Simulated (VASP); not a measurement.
Runs of VASP 6.6.1 on BeTe. The structure is that of space group Cmmm (No. 65), or close to it. The cells are those of the table. 

```tsv
level	cell	share of exact exchange	screening parameter	gap on the mesh (eV)	pressure (GPa)
PBE-based screened hybrid with 25 % exact exchange	a = 5.119, b = 5.119, c = 3.569 Å, angles 90.0, 90.0, 139.1°, 2 atoms	0.25	0.3 1/Å	none	-0.8
PBE-based screened hybrid with 25 % exact exchange	a = 5.119, b = 5.119, c = 3.569 Å, angles 90.0, 90.0, 139.1°, 2 atoms	0.25	0.2 1/Å	none	-0.8
PBEsol-based screened hybrid with 25 % exact exchange	a = 4.346, b = 4.346, c = 3.506 Å, angles 90.0, 90.0, 131.9°, 2 atoms	0.25	0.207 1/Å	none	-0.1
PBEsol-based global hybrid with 25 % exact exchange	a = 4.392, b = 4.392, c = 3.501 Å, angles 90.0, 90.0, 132.2°, 2 atoms	0.25	-	none	(a)
PBE-based screened hybrid with 25 % exact exchange	a = 4.798, b = 4.798, c = 3.529 Å, angles 90.0, 90.0, 136.2°, 2 atoms	0.25	0.3 1/Å	none	-0.1
PBE-based screened hybrid with 10 % exact exchange	a = 5.119, b = 5.119, c = 3.569 Å, angles 90.0, 90.0, 139.1°, 2 atoms	0.1	0.2 1/Å	none	-0.5
HSE06	a = 4.775, b = 4.775, c = 3.522 Å, angles 90.0, 90.0, 135.9°, 2 atoms	0.25	0.2079 1/Å	none	-0.1
HSE06	a = 5.119, b = 5.119, c = 3.569 Å, angles 90.0, 90.0, 139.1°, 2 atoms	0.25	0.2079 1/Å	none	-0.8
```

Alike in all rows: task single point; potentials or basis VASP PAW PBE potentials, release 64 (Be, Te); no spin polarisation; k mesh 4 × 4 × 4; cutoff (eV) 520; smearing fermi-dirac 0.05 eV.

**Question.** Fill in the values left out.

**Answer.** (a) -0.6.

Caveats: all runs use coarse meshes; the PAW data sets were made with another functional, which shifts forces and pressure a little; spin-orbit coupling is left out, which moves the levels of the heavy elements.

A k mesh can miss the band edges, and the runs leave out spin-orbit coupling on Te.

A gap of «none» marks levels without a gap at the run's occupations.
